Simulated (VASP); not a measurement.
# CaF2 (Fm-3m) in VASP: single point with PBE

Aim: the single point of CaF2 with PBE.

Program: VASP 6.6.1. These are calculated values, not measurements. Logs are shortened: lines on timing, memory, paths and dates and some standing lists are left out, and cuts for length are marked.

## (1) The cell of the first run

It takes space group Fm-3m (No. 225, cubic). Conventional cell: a = 5.463 Å, b = 5.463 Å, c = 5.463 Å, α = 90.00°, β = 90.00°, γ = 90.00°. Within 3.1 Å of Ca (site symmetry m-3m) lie 8 F at 2.37 Å. Within 3.1 Å of F (site symmetry -43m) lie 4 Ca at 2.37 Å and 6 F at 2.73 Å.

## (2) Single point, PBE

Contents of INCAR:

```
SYSTEM = CaF2
ALGO = Normal
EDIFF = 1E-6
ENCUT = 520
GGA = PE
ISIF = 2
ISMEAR = 0
LASPH = .TRUE.
LCHARG = .FALSE.
LREAL = .FALSE.
LWAVE = .FALSE.
NBANDS = 19
NELM = 100
PREC = Accurate
SIGMA = 0.05
```

Contents of KPOINTS:

```
k-points
0
G
  8 8 8
  0 0 0
```

Contents of POSCAR:

```
CaF2
1.0
    0.0000000000      2.7312500000      2.7312500000
    2.7312500000      0.0000000000      2.7312500000
    2.7312500000      2.7312500000      0.0000000000
Ca F
1 2
Direct
    0.0000000000      0.0000000000      0.0000000000
    0.2500000000      0.2500000000      0.2500000000
    0.7500000000      0.7500000000      0.7500000000
```

Potentials or basis: VASP PAW PBE potentials, release 64 (Ca_sv, F).

The run is started by

```
> cat potpaw_PBE.64/Ca_sv/POTCAR potpaw_PBE.64/F/POTCAR > POTCAR
> mpirun -np 1 vasp_std > vasp.out
```

OUTCAR:

```text
SYSTEM = CaF2
   EDIFF = 1E-6
   ENCUT = 520
   GGA = PE
   ISIF = 2
   ISMEAR = 0
   LASPH = .TRUE.
   LREAL = .FALSE.
   NELM = 100
   PREC = Accurate

 ion  position               nearest neighbor table
   1  0.000  0.000  0.000-   2 2.37   3 2.37   3 2.37   3 2.37   3 2.37   2 2.37   2 2.37   2 2.37

   2  0.250  0.250  0.250-   1 2.37   1 2.37   1 2.37   1 2.37
   3  0.750  0.750  0.750-   1 2.37   1 2.37   1 2.37   1 2.37

  LATTYP: Found a face centered cubic cell.
 ALAT       =     5.4625000000

  Lattice vectors:

 A1 = (   0.0000000000,   2.7312500000,   2.7312500000)
 A2 = (   2.7312500000,   0.0000000000,   2.7312500000)
 A3 = (   2.7312500000,   2.7312500000,   0.0000000000)

Analysis of symmetry for initial positions (statically):
=====================================================================
 Subroutine PRICEL returns:
 Original cell was already a primitive cell.

 Routine SETGRP: Setting up the symmetry group for a
 face centered cubic supercell.

 Subroutine GETGRP returns: Found 48 space group operations
 (whereof 48 operations were pure point group operations)
 out of a pool of 48 trial point group operations.

The static configuration has the point symmetry O_h .

Analysis of symmetry for dynamics (positions and initial velocities):
=====================================================================
 Subroutine PRICEL returns:
 Original cell was already a primitive cell.

 Routine SETGRP: Setting up the symmetry group for a
 face centered cubic supercell.

 Subroutine GETGRP returns: Found 48 space group operations
 (whereof 48 operations were pure point group operations)
 out of a pool of 48 trial point group operations.

The dynamic configuration has the point symmetry O_h .

 Subroutine INISYM returns: Found 48 space group operations
 (whereof 48 operations are pure point group operations),
 and found     1 'primitive' translations

----------------------------------------------------------------------------------------

                                     Primitive cell

  volume of cell :      40.7488

  direct lattice vectors                    reciprocal lattice vectors
     0.000000000  2.731250000  2.731250000    -0.183066362  0.183066362  0.183066362
     2.731250000  0.000000000  2.731250000     0.183066362 -0.183066362  0.183066362
     2.731250000  2.731250000  0.000000000     0.183066362  0.183066362 -0.183066362

  length of vectors
     3.862570792  3.862570792  3.862570792     0.317080239  0.317080239  0.317080239

  position of ions in fractional coordinates (direct lattice)
     0.000000000  0.000000000  0.000000000
     0.250000000  0.250000000  0.250000000
     0.750000000  0.750000000  0.750000000

  ion indices of the primitive-cell ions
   primitive index   ion index
                 1           1
                 2           2
                 3           3

----------------------------------------------------------------------------------------

 KPOINTS: k-points

Automatic generation of k-mesh.
 Grid dimensions read from file:
 generate k-points for:    8    8    8

 Generating k-lattice:

  Cartesian coordinates                     Fractional coordinates (reciprocal lattice)
    -0.022883295  0.022883295  0.022883295     0.125000000  0.000000000  0.000000000
     0.022883295 -0.022883295  0.022883295     0.000000000  0.125000000  0.000000000
     0.022883295  0.022883295 -0.022883295     0.000000000  0.000000000  0.125000000

  Length of vectors
     0.039635030  0.039635030  0.039635030

  Shift w.r.t. Gamma in fractional coordinates (k-lattice)
     0.000000000  0.000000000  0.000000000

 Subroutine IBZKPT returns following result:
 ===========================================

 Found     29 irreducible k-points:

 Following reciprocal coordinates:
            Coordinates               Weight
  0.000000  0.000000  0.000000      1.000000
  0.125000  0.000000  0.000000      8.000000
  0.250000  0.000000  0.000000      8.000000
  0.375000  0.000000  0.000000      8.000000
  0.500000  0.000000  0.000000      4.000000
  0.125000  0.125000  0.000000      6.000000
[... 16 lines left out ...]
  0.500000  0.250000  0.125000     48.000000
 -0.375000  0.250000  0.125000     24.000000
 [... further k-points ...]
   k-points           NKPTS =     29   k-points in BZ     NKDIM =     29   number of bands    NBANDS=     19
   number of dos      NEDOS =    301   number of ions     NIONS =      3
   total plane-waves  NPLWV =  27000
   dimension x,y,z NGX =    30 NGY =   30 NGZ =   30
   dimension x,y,z NGXF=    60 NGYF=   60 NGZF=   60
   ions per type =               1   2
   NGX,Y,Z   is equivalent  to a cutoff of  12.91, 12.91, 12.91 a.u.
   NGXF,Y,Z  is equivalent  to a cutoff of  25.82, 25.82, 25.82 a.u.
 SYSTEM =  CaF2
   PREC   = accura    normal or accurate (medium, high low for compatibility)
   ISTART =      0    job   : 0-new  1-cont  2-samecut
   ICHARG =      2    charge: 1-file 2-atom 10-const
   ISPIN  =      1    spin polarized calculation?
   LNONCOLLINEAR =      F non collinear calculations
   LSORBIT =      F    spin-orbit coupling
   LASPH  =      T    aspherical Exc in radial PAW
   ENCUT  =  520.0 eV  38.22 Ry    6.18 a.u.   7.18  7.18  7.18*2*pi/ulx,y,z
   NELM   =    100;   NELMIN=  2; NELMDL= -5     # of ELM steps
   EDIFF  = 0.1E-05   stopping-criterion for ELM
   LREAL  =      F    real-space projection
   EDIFFG = 0.1E-04   stopping-criterion for IOM
   NSW    =      0    number of steps for IOM
   IBRION =     -1    ionic relax: 0-MD 1-quasi-New 2-CG
   NFREE  =      0    steps in history (QN), initial steepest desc. (CG)
   ISIF   =      2    stress and relaxation
   ISYM   =      2    0-nonsym 1-usesym 2-fastsym
   POTIM  = 0.5000    time-step for ionic-motion
   TEBEG  =    0.0;   TEEND  =   0.0 temperature during run
   PSTRESS=    0.0 pullay stress
   NELECT =      24.0000    total number of electrons
   NUPDOWN=      -1.0000    fix difference up-down
   EMIN   =  10.00;   EMAX   =-10.00  energy-range for DOS
   EFERMI =   0.00;   METHOD = LEGACY
   ISMEAR =     0;   SIGMA  =   0.05  broadening in eV -4-tet -1-fermi 0-gaus
   EFERMI_NEDOS =   21; number of points for ismear=-14 and -15
   IALGO  =     38    algorithm
   IMIX   =      4    mixing-type and parameters
     AMIX     =   0.40;   BMIX     =  1.00
     AMIX_MAG =   1.60;   BMIX_MAG =  1.00
  volume/ion in A,a.u.               =      13.58        91.66
  Fermi-wavevector in a.u.,A,eV,Ry     =   1.372273  2.593220 25.621575  1.883133
  Thomas-Fermi vector in A             =   2.497895
   LORBIT       =      0    0 simple, 1 ext, 2 COOP (PROOUT), +10 PAW based schemes
   GGA     = PE    functional components
   LHFCALC =     F    Hartree Fock is set to
   AEXX    =    0.0000 exact exchange contribution
   IVDW    =     0    specifies the selected vdW correction
   LEPSILON=     F    determine dielectric tensor
   LRPA    =     F    only Hartree local field effects (RPA)
 non-spin polarized calculation
 Gauss-broadening in eV      SIGMA  =   0.05
  energy-cutoff  :      520.00
  volume of cell :       40.75
 maximum number of plane-waves:      1121
 NGX is ok and might be reduce to    30
   NGX = 15   NGY = 15   NGZ = 15

 number of electron      23.9999987 magnetization

 Free energy of the ion-electron system (eV)
  ---------------------------------------------------
  ext. energy  EPLUGINS =         0.00000000
  ---------------------------------------------------
  free energy    TOTEN  =       -17.32918602 eV

  energy without entropy =      -17.32918602  energy(sigma->0) =      -17.32918602

 E-fermi :  -0.7514     XC(G=0):  -9.6302

 val. band max:       -0.9699537960   @ k =   0.5000   0.5000   0.0000
 cond. band min:       6.3067118865   @ k =   0.0000   0.0000   0.0000
 fundamental gap:      7.2766656825
 Fermi energy:        -0.7513756557

 k-point     1 :       0.0000    0.0000    0.0000
  band No.  band energies     occupation
      1     -36.9974      2.00000
      2     -20.9032      2.00000
      3     -20.1330      2.00000
      4     -17.9364      2.00000
      5     -17.9364      2.00000
      6     -17.9364      2.00000
[... 11 lines left out ...]
     18      10.2540      0.00000
     19      15.9745      0.00000

 k-point     2 :       0.1250    0.0000    0.0000
  band No.  band energies     occupation
      1     -36.9926      2.00000
      2     -20.9434      2.00000
      3     -20.1722      2.00000
      4     -17.9427      2.00000
      5     -17.9427      2.00000
      6     -17.8682      2.00000
[... 11 lines left out ...]
     18      10.2141      0.00000
     19      15.2581      0.00000

 k-point     3 :       0.2500    0.0000    0.0000
  band No.  band energies     occupation
      1     -36.9808      2.00000
      2     -21.0098      2.00000
      3     -20.2995      2.00000
      4     -17.9574      2.00000
      5     -17.9574      2.00000
      6     -17.6960      2.00000
[... 11 lines left out ...]
     18      10.1179      0.00000
     19      13.9783      0.00000

 k-point     4 :       0.3750    0.0000    0.0000
  band No.  band energies     occupation
      1     -36.9690      2.00000
      2     -21.0342      2.00000
      3     -20.4699      2.00000
      4     -17.9721      2.00000
      5     -17.9721      2.00000
      6     -17.5181      2.00000
[... 11 lines left out ...]
     18      10.0221      0.00000
     19      13.0126      0.00000

 k-point     5 :       0.5000    0.0000    0.0000
  band No.  band energies     occupation
      1     -36.9641      2.00000
      2     -21.0266      2.00000
      3     -20.5577      2.00000
      4     -17.9781      2.00000
      5     -17.9781      2.00000
      6     -17.4435      2.00000
[... 11 lines left out ...]
     18       9.9827      0.00000
     19      12.7409      0.00000
[... 334 lines left out ...]
      2     -21.2338      2.00000
      3     -20.4353      2.00000
      4     -18.0403      2.00000
      5     -18.0403      2.00000
      6     -17.2699      2.00000
[... 11 lines left out ...]
     18      12.3175      0.00000
     19      13.8406      0.00000

 k-point    22 :       0.3750    0.2500    0.1250
  band No.  band energies     occupation
      1     -36.9720      2.00000
      2     -21.0567      2.00000
      3     -20.3906      2.00000
      4     -17.9791      2.00000
      5     -17.9162      2.00000
      6     -17.6121      2.00000
[... 11 lines left out ...]
     18      10.2440      0.00000
     19      14.4600      0.00000

 k-point    23 :       0.5000    0.2500    0.1250
  band No.  band energies     occupation
      1     -36.9625      2.00000
      2     -21.0252      2.00000
      3     -20.5926      2.00000
      4     -17.9956      2.00000
      5     -17.8262      2.00000
      6     -17.5490      2.00000
[... 11 lines left out ...]
     18      10.9150      0.00000
     19      13.7753      0.00000

 k-point    24 :      -0.3750    0.2500    0.1250
  band No.  band energies     occupation
      1     -36.9585      2.00000
      2     -20.9587      2.00000
      3     -20.7321      2.00000
      4     -18.0030      2.00000
      5     -17.7801      2.00000
      6     -17.5281      2.00000
[... 11 lines left out ...]
     18      11.5459      0.00000
     19      13.2202      0.00000

 [... further k-points ...]
[... 5 lines left out ...]
  --------------------------------------------------------------------------------------
  -------------------------------------------------------------------------------------
  Total        0.6431967      0.6431967      0.6431967     -0.0000000     -0.0000000      0.0000000
  in kB       25.2894896     25.2894896     25.2894896     -0.0000000     -0.0000000      0.0000000
  external PRESSURE =      25.2894896 kB  Pullay stress =       0.0000000 kB

 VOLUME and BASIS-vectors are now :
 -----------------------------------------------------------------------------
  energy-cutoff  :      520.00
  volume of cell :       40.75
      direct lattice vectors                 reciprocal lattice vectors
     0.000000000  2.731250000  2.731250000    -0.183066362  0.183066362  0.183066362
     2.731250000  0.000000000  2.731250000     0.183066362 -0.183066362  0.183066362
     2.731250000  2.731250000  0.000000000     0.183066362  0.183066362 -0.183066362

 POSITION                                       TOTAL-FORCE (eV/Angst)
 -----------------------------------------------------------------------------------
      0.00000      0.00000      0.00000        -0.000000      0.000000     -0.000000
      1.36563      1.36563      1.36563         0.000000      0.000000      0.000000
      4.09688      4.09688      4.09688         0.000000     -0.000000     -0.000000
 -----------------------------------------------------------------------------------
    total drift:                                0.000000     -0.000000      0.000000

  FREE ENERGIE OF THE ION-ELECTRON SYSTEM (eV)
  ---------------------------------------------------
  free  energy   TOTEN  =       -17.3291860165 eV

  energy  without entropy=      -17.3291860165  energy(sigma->0) =      -17.32918602
```

It took 58 s on 1 thread of Intel Xeon 6975P-C, shared host; peak memory 0.15 GiB.

What came out:

- Free energy: -17.3292 eV
- Pressure: 2.5 GPa
- Band gap on the k mesh: 7.28 eV, indirect (least direct gap 7.53 eV)

Levels at points of the mesh, in eV from the valence-band top:
```csv
k point,band 8,band 9,band 10,band 11,band 12,band 13,band 14,band 15,band 16,band 17
"(0.00, 0.00, 0.00)",-2.11,-2.11,-0.26,-0.26,-0.26,7.28,9.16,9.16,11.22,11.22
"(0.50, 0.00, 0.00)",-1.51,-1.29,-1.24,-0.84,-0.84,9.38,9.38,9.74,10.73,10.95
"(0.50, 0.50, 0.00)",-1.65,-1.65,-0.36,-0.36,0.00,8.12,9.51,10.08,10.86,10.86
```

A k mesh can miss the band edges. PBE gaps usually lie below the measured ones, often by a third to a half.
